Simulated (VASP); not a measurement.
# Os (Pm-3m) in VASP: settings compared

The runs below take Os through single point, relaxation of cell and atoms, with b88 exchange, pbe correlation.

Everything below comes from runs of VASP 6.6.1. Logs are shortened: lines on timing, memory, paths and dates and some standing lists are left out, and cuts for length are marked.

## 1. The cell of the first run

It takes space group Pm-3m (No. 221, cubic). The conventional cell has a = 2.558 Å, b = 2.558 Å, c = 2.558 Å, α = 90.00°, β = 90.00°, γ = 90.00°. Within 3.4 Å of Os (site symmetry m-3m) lie 6 Os at 2.56 Å.

This isn't the form of Os at room conditions, which is hcp.

## 2. Single point, b88 exchange, pbe correlation

INCAR

```
SYSTEM = Os
PREC = Accurate
ENCUT = 600
EDIFF = 1E-6
ISMEAR = -1
SIGMA = 0.1
LREAL = .False.
LASPH = .True.
NELM = 120
ALGO = Normal
ISIF = 2
LWAVE = .False.
LCHARG = .False.
GGA = LIBXC
LIBXC1 = GGA_X_B88
LIBXC2 = GGA_C_PBE
NBANDS = 10
GGA_COMPAT = .False.
```

KPOINTS

```
Automatic mesh
0
Gamma
  10 10 10
  0 0 0
```

POSCAR

```
Os
1.0
    2.5581543391      0.0000000000      0.0000000000
    0.0000000000      2.5581543391      0.0000000000
    0.0000000000      0.0000000000      2.5581543391
Os
1
Direct
    0.0000000000      0.0000000000      0.0000000000
```

Potentials or basis: VASP PAW PBE potentials, release 64 (Os).

On the command line:

```
> cat potpaw_PBE.64/Os/POTCAR > POTCAR
> mpirun -np 1 vasp_std > vasp.out
```

OUTCAR:

```text
SYSTEM = Os
   PREC = Accurate
   ENCUT = 600
   EDIFF = 1E-6
   ISMEAR = -1
   LREAL = .False.
   LASPH = .True.
   NELM = 120
   ISIF = 2
   GGA = LIBXC

 ion  position               nearest neighbor table
   1  0.000  0.000  0.000-

  LATTYP: Found a simple cubic cell.
 ALAT       =     2.5581543391

  Lattice vectors:

 A1 = (   2.5581543391,   0.0000000000,   0.0000000000)
 A2 = (   0.0000000000,   2.5581543391,   0.0000000000)
 A3 = (   0.0000000000,   0.0000000000,   2.5581543391)

Analysis of symmetry for initial positions (statically):
=====================================================================
 Subroutine PRICEL returns:
 Original cell was already a primitive cell.

 Routine SETGRP: Setting up the symmetry group for a
 simple cubic supercell.

 Subroutine GETGRP returns: Found 48 space group operations
 (whereof 48 operations were pure point group operations)
 out of a pool of 48 trial point group operations.

The static configuration has the point symmetry O_h .

Analysis of symmetry for dynamics (positions and initial velocities):
=====================================================================
 Subroutine PRICEL returns:
 Original cell was already a primitive cell.

 Routine SETGRP: Setting up the symmetry group for a
 simple cubic supercell.

 Subroutine GETGRP returns: Found 48 space group operations
 (whereof 48 operations were pure point group operations)
 out of a pool of 48 trial point group operations.

The dynamic configuration has the point symmetry O_h .

 Subroutine INISYM returns: Found 48 space group operations
 (whereof 48 operations are pure point group operations),
 and found     1 'primitive' translations

----------------------------------------------------------------------------------------

                                     Primitive cell

  volume of cell :      16.7410

  direct lattice vectors                    reciprocal lattice vectors
     2.558154339  0.000000000  0.000000000     0.390906829  0.000000000  0.000000000
     0.000000000  2.558154339  0.000000000     0.000000000  0.390906829  0.000000000
     0.000000000  0.000000000  2.558154339     0.000000000  0.000000000  0.390906829

  length of vectors
     2.558154339  2.558154339  2.558154339     0.390906829  0.390906829  0.390906829

  position of ions in fractional coordinates (direct lattice)
     0.000000000  0.000000000  0.000000000

[... 77 lines left out ...]
   EDIFFG = 0.1E-04   stopping-criterion for IOM
   NSW    =      0    number of steps for IOM
   IBRION =     -1    ionic relax: 0-MD 1-quasi-New 2-CG
   NFREE  =      0    steps in history (QN), initial steepest desc. (CG)
   ISIF   =      2    stress and relaxation
   ISYM   =      2    0-nonsym 1-usesym 2-fastsym
   POTIM  = 0.5000    time-step for ionic-motion
   TEBEG  =    0.0;   TEEND  =   0.0 temperature during run
   PSTRESS=    0.0 pullay stress
   NELECT =       8.0000    total number of electrons
   NUPDOWN=      -1.0000    fix difference up-down
   EMIN   =  10.00;   EMAX   =-10.00  energy-range for DOS
   EFERMI =   0.00;   METHOD = LEGACY
   ISMEAR =    -1;   SIGMA  =   0.10  broadening in eV -4-tet -1-fermi 0-gaus
   EFERMI_NEDOS =   21; number of points for ismear=-14 and -15
   IALGO  =     38    algorithm
   IMIX   =      4    mixing-type and parameters
     AMIX     =   0.40;   BMIX     =  1.00
     AMIX_MAG =   1.60;   BMIX_MAG =  1.00
  volume/ion in A,a.u.               =      16.74       112.97
  Fermi-wavevector in a.u.,A,eV,Ry     =   1.279906  2.418672 22.288512  1.638159
  Thomas-Fermi vector in A             =   2.412365
   LORBIT       =      0    0 simple, 1 ext, 2 COOP (PROOUT), +10 PAW based schemes
   GGA     = LIBXC    functional components
   LHFCALC =     F    Hartree Fock is set to
   AEXX    =    0.0000 exact exchange contribution
   IVDW    =     0    specifies the selected vdW correction
   LEPSILON=     F    determine dielectric tensor
   LRPA    =     F    only Hartree local field effects (RPA)
 non-spin polarized calculation
  energy-cutoff  :      600.00
  volume of cell :       16.74
 maximum number of plane-waves:       587
   NGX = 11   NGY = 11   NGZ = 11

 number of electron       7.9999998 magnetization

 Free energy of the ion-electron system (eV)
  ---------------------------------------------------
  ext. energy  EPLUGINS =         0.00000000
  ---------------------------------------------------
  free energy    TOTEN  =        -9.62374448 eV

  energy without entropy =       -9.57265839  energy(sigma->0) =       -9.59820144

 E-fermi :   7.1039     XC(G=0): -12.8717

 val. band max:        7.0567037475   @ k =   0.3000   0.0000   0.0000
 cond. band min:       7.1045950431   @ k =   0.3000   0.1000   0.0000
 fundamental gap:      0.0478912956
 Fermi energy:         7.1039180821

 k-point     1 :       0.0000    0.0000    0.0000
  band No.  band energies     occupation
      1      -2.3096      2.00000
      2       1.1819      2.00000
      3       1.1819      2.00000
      4       9.3462      0.00000
      5       9.3462      0.00000
      6       9.3462      0.00000
      7      22.5944      0.00000
      8      22.5944      0.00000
      9      22.5944      0.00000
     10      28.6832      0.00000
[... 287 lines left out ...]
 k-point    24 :       0.3000    0.1000    0.1000
  band No.  band energies     occupation
      1       0.4164      2.00000
      2       2.2390      2.00000
      3       3.9833      2.00000
      4       6.5959      1.98764
      5       7.0462      1.28083
      6       8.8100      0.00000
      7      16.7145      0.00000
      8      24.2648      0.00000
      9      24.6331      0.00000
     10      27.5983      0.00000

 [... further k-points ...]

------------------------ aborting loop because EDIFF is reached ----------------------------------------

  FORCE on cell =-STRESS in cart. coord.  units (eV):
  Direction    XX          YY          ZZ          XY          YZ          ZX
  --------------------------------------------------------------------------------------
  -------------------------------------------------------------------------------------
  Total       -0.0205941     -0.0205941     -0.0205941      0.0000000     -0.0000000     -0.0000000
  in kB       -1.9709347     -1.9709347     -1.9709347      0.0000000     -0.0000000     -0.0000000
  external PRESSURE =      -1.9709347 kB  Pullay stress =       0.0000000 kB

 VOLUME and BASIS-vectors are now :
 -----------------------------------------------------------------------------
  energy-cutoff  :      600.00
  volume of cell :       16.74
      direct lattice vectors                 reciprocal lattice vectors
     2.558154339  0.000000000  0.000000000     0.390906829  0.000000000  0.000000000
     0.000000000  2.558154339  0.000000000     0.000000000  0.390906829  0.000000000
     0.000000000  0.000000000  2.558154339     0.000000000  0.000000000  0.390906829

 POSITION                                       TOTAL-FORCE (eV/Angst)
 -----------------------------------------------------------------------------------
      0.00000      0.00000      0.00000         0.000000      0.000000      0.000000
 -----------------------------------------------------------------------------------
    total drift:                               -0.000000     -0.000000     -0.000000

  FREE ENERGIE OF THE ION-ELECTRON SYSTEM (eV)
  ---------------------------------------------------
  free  energy   TOTEN  =        -9.6237444831 eV

  energy  without entropy=       -9.5726583890  energy(sigma->0) =       -9.59820144
```

OSZICAR:

```text
N       E                     dE             d eps       ncg     rms          rms(c)
DAV:   1     0.418943375664E+02    0.41894E+02   -0.45193E+03  1128   0.829E+02
DAV:   2    -0.855564882991E+01   -0.50450E+02   -0.47201E+02  1130   0.202E+02
DAV:   3    -0.100716448914E+02   -0.15160E+01   -0.14995E+01  1316   0.331E+01
DAV:   4    -0.100767551988E+02   -0.51103E-02   -0.51092E-02  1268   0.213E+00
DAV:   5    -0.100767723171E+02   -0.17118E-04   -0.17118E-04  1296   0.115E-01    0.119E+01
DAV:   6    -0.971149149738E+01    0.36528E+00   -0.53406E-01  1460   0.527E+00    0.554E+00
DAV:   7    -0.962744267992E+01    0.84049E-01   -0.26559E-01  1500   0.356E+00    0.808E-01
DAV:   8    -0.962378898351E+01    0.36537E-02   -0.50180E-03  1200   0.707E-01    0.446E-02
DAV:   9    -0.962375278852E+01    0.36195E-04   -0.51145E-05  1258   0.720E-02    0.222E-02
DAV:  10    -0.962374491173E+01    0.78768E-05   -0.28466E-06  1228   0.275E-02    0.185E-03
DAV:  11    -0.962374448307E+01    0.42866E-06   -0.17075E-07   664   0.285E-03
   1 F= -.96237445E+01 E0= -.95982014E+01  d E =-.510861E-01
```

stdout:

```text
POSCAR found type information on POSCAR Os
 POSCAR found :  1 types and       1 ions
 scaLAPACK will be used
 -----------------------------------------------------------------------------
|                                                                             |
|                                                                             |
|     You enforced a specific xc type in the INCAR file but a different       |
|     I HOPE YOU KNOW WHAT YOU ARE DOING!                                     |
|                                                                             |
 -----------------------------------------------------------------------------

 LDA part: xc-table for (None,None), standard interpolation
 POSCAR, INCAR and KPOINTS ok, starting setup
 FFT: planning ... GRIDC
 FFT: planning ... GRID_SOFT
 FFT: planning ... GRID
 WAVECAR not read
 entering main loop
```

It took 4.3 s on 1 thread of AMD EPYC 9R45 (Zen 5), shared host; peak memory 0.1 GiB.

Results:

- Free energy: -9.6237 eV
- Pressure: -0.2 GPa
- Band gap on the k mesh: zero (bands 4 and 5 overlap by 5.82 eV)

Levels at points of the mesh, in eV from the Fermi level:
| k point | band 1 | band 2 | band 3 | band 4 | band 5 | band 6 | band 7 | band 8 |
| --- | --- | --- | --- | --- | --- | --- | --- | --- |
| (0.00, 0.00, 0.00) | -9.41 | -5.92 | -5.92 | 2.24 | 2.24 | 2.24 | 15.49 | 15.49 |
| (0.50, 0.00, 0.00) | -6.22 | -5.09 | -1.11 | -0.97 | -0.97 | 2.57 | 7.05 | 15.73 |
| (0.50, 0.50, 0.00) | -6.62 | -4.52 | -0.35 | -0.35 | 4.50 | 4.50 | 4.62 | 12.58 |
| (0.50, 0.50, 0.50) | -5.20 | -5.20 | -5.20 | 4.85 | 4.85 | 8.57 | 11.14 | 11.14 |

Caveat: the PAW data sets were made with another functional, which shifts forces and pressure a little; spin-orbit coupling is left out, which moves the levels of the heavy elements.

(Continued in part 2 of 2.)
